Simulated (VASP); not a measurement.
# Ti2Al11 in VASP: single point with PBE+D3(BJ)

Aim: the single point of Ti2Al11 with PBE+D3(BJ).

All numbers are computed with VASP 6.6.1; they aren't measurements. Logs are shortened: lines on timing, memory, paths and dates and some standing lists are left out, and cuts for length are marked.

## 1. The cell of the first run

The cell holds a slab with vacuum, 13 atoms: a = 5.062 Å, b = 5.062 Å, c = 25.108 Å, α = 90.00°, β = 90.00°, γ = 64.53°.

## 2. Single point, PBE+D3(BJ)

Contents of INCAR:

```
SYSTEM = Ti2Al11
PREC = Accurate ; ENCUT = 520
EDIFF = 1E-6 ; ISMEAR = 0
SIGMA = 0.1 ; LREAL = .FALSE.
LASPH = .TRUE. ; NELM = 80
ALGO = Normal ; ISIF = 2
LWAVE = .FALSE. ; LCHARG = .TRUE.
LDIPOL = .TRUE. ; IDIPOL = 3
DIPOL = 0.5 0.5 0.492 ; GGA = PE
IVDW = 12 ; LELF = .TRUE.
LVHAR = .TRUE. ; LVACPOTAV = .TRUE.
NBANDS = 40
```

Contents of KPOINTS:

```
Automatic mesh
0
G
  6 6 1
  0 0 0
```

Contents of POSCAR:

```
Ti2Al11
1.0
    5.0624878765      0.0000000017      0.0000000000
    2.1766900800      4.5706458839      0.0000000000
    0.0000000000      0.0000000000     25.1081395792
Al Ti
11 2
Direct
    0.5000000000      0.0000000000      0.3385356360
    0.0000000000      0.5000000000      0.3385356360
    0.0000000000      0.0000000000      0.3923570976
    0.0000000000      0.5000000000      0.4461785488
    0.5000000000      0.0000000000      0.4461785488
    0.5000000000      0.5000000000      0.5049985080
    0.5000000000      0.0000000000      0.5536031454
    0.0000000000      0.5000000000      0.5536031454
    0.0000000000      0.0000000000      0.6107577226
    0.0000000000      0.5000000000      0.6617201055
    0.5000000000      0.0000000000      0.6617201055
    0.5000000000      0.5000000000      0.3923570976
    0.0000000000      0.0000000000      0.5010682431
```

Potentials or basis: VASP PAW PBE potentials, release 64 (Al, Ti_sv).

Run with:

```sh
> cat potpaw_PBE.64/Al/POTCAR potpaw_PBE.64/Ti_sv/POTCAR > POTCAR
> mpirun -np 1 vasp_std > vasp.out
```

OUTCAR:

```text
SYSTEM = Ti2Al11
   PREC = Accurate
   ENCUT = 520
   EDIFF = 1E-6
   ISMEAR = 0
   LREAL = .FALSE.
   LASPH = .TRUE.
   NELM = 80
   ISIF = 2
   GGA = PE
   IVDW = 12
 IVDW          = 12

 ion  position               nearest neighbor table
   1  0.500  0.000  0.339-   2 2.70   2 2.70   5 2.70   3 2.87   3 2.87  12 2.87  12 2.87
   2  0.000  0.500  0.339-   1 2.70   1 2.70   4 2.70  12 2.87  12 2.87   3 2.87   3 2.87
   3  0.000  0.000  0.392-  12 2.70  12 2.70  13 2.73   5 2.87   5 2.87   4 2.87   4 2.87   1 2.87
                             1 2.87   2 2.87   2 2.87
   4  0.000  0.500  0.446-   8 2.70   5 2.70   5 2.70   2 2.70  12 2.87  12 2.87   3 2.87   3 2.87
                            13 2.88  13 2.88   6 2.93   6 2.93
   5  0.500  0.000  0.446-   7 2.70   4 2.70   4 2.70   1 2.70   3 2.87   3 2.87  12 2.87  12 2.87
                            13 2.88  13 2.88   6 2.93   6 2.93
   6  0.500  0.500  0.505-  13 2.70  13 2.70   8 2.81   8 2.81   7 2.81   7 2.81  12 2.83   4 2.93
                             4 2.93   5 2.93   5 2.93
   7  0.500  0.000  0.554-   5 2.70   8 2.70   8 2.70  11 2.71   6 2.81   6 2.81  13 2.85  13 2.85
                             9 2.91   9 2.91
   8  0.000  0.500  0.554-   4 2.70   7 2.70   7 2.70  10 2.71   6 2.81   6 2.81  13 2.85  13 2.85
                             9 2.91   9 2.91
   9  0.000  0.000  0.611-  13 2.75  11 2.84  11 2.84  10 2.84  10 2.84   7 2.91   7 2.91   8 2.91
                             8 2.91
  10  0.000  0.500  0.662-  11 2.70  11 2.70   8 2.71   9 2.84   9 2.84
  11  0.500  0.000  0.662-  10 2.70  10 2.70   7 2.71   9 2.84   9 2.84
  12  0.500  0.500  0.392-   3 2.70   3 2.70   6 2.83   4 2.87   4 2.87   5 2.87   5 2.87   2 2.87
                             2 2.87   1 2.87   1 2.87
  13  0.000  0.000  0.501-   6 2.70   6 2.70   3 2.73   9 2.75   7 2.85   7 2.85   8 2.85   8 2.85
                             5 2.88   5 2.88   4 2.88   4 2.88

  LATTYP: Found a base centered orthorhombic cell.
 ALAT       =     5.4054262277
 B/A-ratio  =     1.5838413527
 C/A-ratio  =     4.6449879291

  Lattice vectors:

 A1 = (  -2.1766900800,  -4.5706458839,   0.0000000000)
 A2 = (   5.0624878765,   0.0000000017,   0.0000000000)
 A3 = (   0.0000000000,   0.0000000000,  25.1081395792)

Analysis of symmetry for initial positions (statically):
=====================================================================
 Subroutine PRICEL returns:
 Original cell was already a primitive cell.

 Routine SETGRP: Setting up the symmetry group for a
 base centered orthorhombic supercell.

 Subroutine GETGRP returns: Found  4 space group operations
 (whereof  4 operations were pure point group operations)
 out of a pool of  8 trial point group operations.

The static configuration has the point symmetry C_2v.

Analysis of symmetry for dynamics (positions and initial velocities):
=====================================================================
 Subroutine PRICEL returns:
 Original cell was already a primitive cell.

 Routine SETGRP: Setting up the symmetry group for a
 base centered orthorhombic supercell.

 Subroutine GETGRP returns: Found  4 space group operations
 (whereof  4 operations were pure point group operations)
 out of a pool of  8 trial point group operations.

The dynamic configuration has the point symmetry C_2v.

 Subroutine INISYM returns: Found  4 space group operations
 (whereof  4 operations are pure point group operations),
 and found     1 'primitive' translations

----------------------------------------------------------------------------------------

                                     Primitive cell

  volume of cell :     580.9732

  direct lattice vectors                    reciprocal lattice vectors
     5.062487876  0.000000002  0.000000000     0.197531337 -0.094070841  0.000000000
     2.176690080  4.570645884  0.000000000    -0.000000000  0.218787459  0.000000000
     0.000000000  0.000000000 25.108139579     0.000000000  0.000000000  0.039827722

  length of vectors
     5.062487876  5.062487877 25.108139579     0.218787459  0.218787459  0.039827722

  position of ions in fractional coordinates (direct lattice)
     0.500000000  0.000000000  0.338535636
     0.000000000  0.500000000  0.338535636
     0.000000000  0.000000000  0.392357098
     0.000000000  0.500000000  0.446178549
     0.500000000  0.000000000  0.446178549
     0.500000000  0.500000000  0.504998508
[... 49 lines left out ...]

 Following reciprocal coordinates:
            Coordinates               Weight
  0.000000  0.000000  0.000000      1.000000
  0.166667  0.000000  0.000000      4.000000
  0.333333  0.000000  0.000000      4.000000
  0.500000  0.000000  0.000000      2.000000
  0.166667  0.166667  0.000000      2.000000
  0.333333  0.166667  0.000000      4.000000
  0.500000  0.166667  0.000000      4.000000
 -0.333333  0.166667  0.000000      4.000000
 -0.166667  0.166667  0.000000      2.000000
  0.333333  0.333333  0.000000      2.000000
  0.500000  0.333333  0.000000      4.000000
 -0.333333  0.333333  0.000000      2.000000
  0.500000  0.500000  0.000000      1.000000
   k-points           NKPTS =     13   k-points in BZ     NKDIM =     13   number of bands    NBANDS=     40
   number of dos      NEDOS =    301   number of ions     NIONS =     13
   total plane-waves  NPLWV = 307200
   dimension x,y,z NGX =    40 NGY =   40 NGZ =  192
   dimension x,y,z NGXF=    80 NGYF=   80 NGZF=  384
   ions per type =              11   2
   NGX,Y,Z   is equivalent  to a cutoff of  13.14, 13.14, 12.71 a.u.
   NGXF,Y,Z  is equivalent  to a cutoff of  26.27, 26.27, 25.43 a.u.
 SYSTEM =  Ti2Al11
   PREC   = accura    normal or accurate (medium, high low for compatibility)
   ISTART =      0    job   : 0-new  1-cont  2-samecut
   ICHARG =      2    charge: 1-file 2-atom 10-const
   ISPIN  =      1    spin polarized calculation?
   LNONCOLLINEAR =      F non collinear calculations
   LSORBIT =      F    spin-orbit coupling
   LASPH  =      T    aspherical Exc in radial PAW
   ENCUT  =  520.0 eV  38.22 Ry    6.18 a.u.   9.41  9.41 46.68*2*pi/ulx,y,z
   NELM   =     80;   NELMIN=  2; NELMDL= -5     # of ELM steps
   EDIFF  = 0.1E-05   stopping-criterion for ELM
   LREAL  =      F    real-space projection
   EDIFFG = 0.1E-04   stopping-criterion for IOM
   NSW    =      0    number of steps for IOM
   IBRION =     -1    ionic relax: 0-MD 1-quasi-New 2-CG
   NFREE  =      0    steps in history (QN), initial steepest desc. (CG)
   ISIF   =      2    stress and relaxation
   ISYM   =      2    0-nonsym 1-usesym 2-fastsym
   POTIM  = 0.5000    time-step for ionic-motion
   TEBEG  =    0.0;   TEEND  =   0.0 temperature during run
   PSTRESS=    0.0 pullay stress
   NELECT =      57.0000    total number of electrons
   NUPDOWN=      -1.0000    fix difference up-down
   EMIN   =  10.00;   EMAX   =-10.00  energy-range for DOS
   EFERMI =   0.00;   METHOD = LEGACY
   ISMEAR =     0;   SIGMA  =   0.10  broadening in eV -4-tet -1-fermi 0-gaus
   EFERMI_NEDOS =   21; number of points for ismear=-14 and -15
   IALGO  =     38    algorithm
   IMIX   =      4    mixing-type and parameters
     AMIX     =   0.40;   BMIX     =  1.00
     AMIX_MAG =   1.60;   BMIX_MAG =  1.00
  volume/ion in A,a.u.               =      44.69       301.58
  Fermi-wavevector in a.u.,A,eV,Ry     =   0.755059  1.426855  7.756880  0.570115
  Thomas-Fermi vector in A             =   1.852868
   LORBIT       =      0    0 simple, 1 ext, 2 COOP (PROOUT), +10 PAW based schemes
   GGA     = PE    functional components
   LHFCALC =     F    Hartree Fock is set to
   AEXX    =    0.0000 exact exchange contribution
   IVDW    =    12    specifies the selected vdW correction
   LEPSILON=     F    determine dielectric tensor
   LRPA    =     F    only Hartree local field effects (RPA)
 non-spin polarized calculation
 Gauss-broadening in eV      SIGMA  =   0.10
  energy-cutoff  :      520.00
  volume of cell :      580.97
 maximum number of plane-waves:     15682
 NGX is ok and might be reduce to    40
   NGX = 19   NGY = 19   NGZ = 93

 dipolmoment           0.000000      0.000000     -0.000885 electrons x Angstroem

 number of electron      57.0000008 magnetization

 dipolmoment           0.000000      0.000000      0.002663 electrons x Angstroem

 Free energy of the ion-electron system (eV)
  ---------------------------------------------------
  ext. energy  EPLUGINS =         0.00000000
  ---------------------------------------------------
  free energy    TOTEN  =       -55.67035183 eV

  energy without entropy =      -55.62658314  energy(sigma->0) =      -55.64846748

 E-fermi :   0.2838     XC(G=0):  -4.7254

 val. band max:        0.2772032929   @ k =   0.5000   0.0000   0.0000
 cond. band min:       0.3071524173   @ k =  -0.3333   0.3333   0.0000
 fundamental gap:      0.0299491244
 Fermi energy:         0.2837939715

 k-point     1 :       0.0000    0.0000    0.0000
  band No.  band energies     occupation
      1     -56.2931      2.00000
      2     -56.1991      2.00000
      3     -32.7017      2.00000
      4     -32.5324      2.00000
      5     -32.5133      2.00000
      6     -32.5014      2.00000
[... 548 lines left out ...]
     39       3.0491      0.00000
     40       3.6734      0.00000

------------------------ aborting loop because EDIFF is reached ----------------------------------------

 Edisp (eV)   -3.62457

 E8    (eV) :    -1.7009

  FORCE on cell =-STRESS in cart. coord.  units (eV):
  Direction    XX          YY          ZZ          XY          YZ          ZX
  --------------------------------------------------------------------------------------
  -------------------------------------------------------------------------------------
  Total      -7.93747    -6.87556    -1.13874    -1.11491     0.00000     0.00000
  in kB     -21.88954   -18.96106    -3.14037    -3.07463     0.00000     0.00000
  external pressure =      -14.66 kB  Pullay stress =        0.00 kB

 VOLUME and BASIS-vectors are now :
 -----------------------------------------------------------------------------
  energy-cutoff  :      520.00
  volume of cell :      580.97
      direct lattice vectors                 reciprocal lattice vectors
     5.062487876  0.000000002  0.000000000     0.197531337 -0.094070841  0.000000000
     2.176690080  4.570645884  0.000000000    -0.000000000  0.218787459  0.000000000
     0.000000000  0.000000000 25.108139579     0.000000000  0.000000000  0.039827722

 POSITION                                       TOTAL-FORCE (eV/Angst)
 -----------------------------------------------------------------------------------
      2.53124      0.00000      8.50000        -0.000000      0.000000      0.403024
      1.08835      2.28532      8.50000        -0.000000      0.000000      0.403024
      0.00000      0.00000      9.85136        -0.000000      0.000000     -0.714493
      1.08835      2.28532     11.20271        -0.000000      0.000000     -0.000701
      2.53124      0.00000     11.20271         0.000000      0.000000     -0.000701
      3.61959      2.28532     12.67957         0.000000      0.000000     -0.003027
      2.53124      0.00000     13.89995         0.000000      0.000000      0.007347
      1.08835      2.28532     13.89995        -0.000000      0.000000      0.007347
      0.00000      0.00000     15.33499        -0.000000      0.000000      0.012013
      1.08835      2.28532     16.61456        -0.000000      0.000000     -0.009705
      2.53124      0.00000     16.61456        -0.000000      0.000000     -0.009705
      3.61959      2.28532      9.85136        -0.000000      0.000000     -0.095887
      0.00000      0.00000     12.58089        -0.000000      0.000000      0.001463
 -----------------------------------------------------------------------------------
    total drift:                               -0.000000     -0.000000     -0.000007

  FREE ENERGIE OF THE ION-ELECTRON SYSTEM (eV)
  ---------------------------------------------------
  free  energy   TOTEN  =       -59.2949178082 eV

  energy  without entropy=      -59.2511491200  energy(sigma->0) =      -59.27303346

 vacuum level on the upper side and lower side of the slab         4.480         4.459
```

Wall time 11 min (1 thread of Intel Xeon Platinum 8488C (Sapphire Rapids), shared host); peak memory 0.74 GiB.

What came out:

```
Free energy                : -59.2949 eV
Largest force              : 0.714 eV/Å
Dispersion energy per atom : -0.279 eV
```

Forces on the atoms (eV/Å):
```
Al   0.000  0.000  0.403
Al   0.000  0.000  0.403
Al   0.000  0.000 -0.714
Al   0.000  0.000 -0.001
Al   0.000  0.000 -0.001
Al   0.000  0.000 -0.003
Al   0.000  0.000  0.007
Al   0.000  0.000  0.007
Al   0.000  0.000  0.012
Al   0.000  0.000 -0.010
Al   0.000  0.000 -0.010
Ti   0.000  0.000 -0.096
Ti   0.000  0.000  0.001
```

Levels at points of the mesh, in eV from the Fermi level:
| k point | band 24 | band 25 | band 26 | band 27 | band 28 | band 29 | band 30 | band 31 | band 32 | band 33 |
| --- | --- | --- | --- | --- | --- | --- | --- | --- | --- | --- |
| (0.00, 0.00, 0.00) | -1.46 | -1.17 | -0.98 | -0.71 | -0.70 | -0.44 | -0.14 | 0.06 | 0.70 | 0.83 |
| (0.50, 0.00, 0.00) | -1.08 | -0.57 | -0.39 | -0.34 | -0.15 | -0.01 | 0.25 | 0.59 | 1.06 | 1.44 |
| (0.50, 0.50, 0.00) | -1.15 | -0.80 | -0.70 | -0.61 | -0.31 | 0.17 | 0.45 | 0.78 | 0.99 | 1.23 |
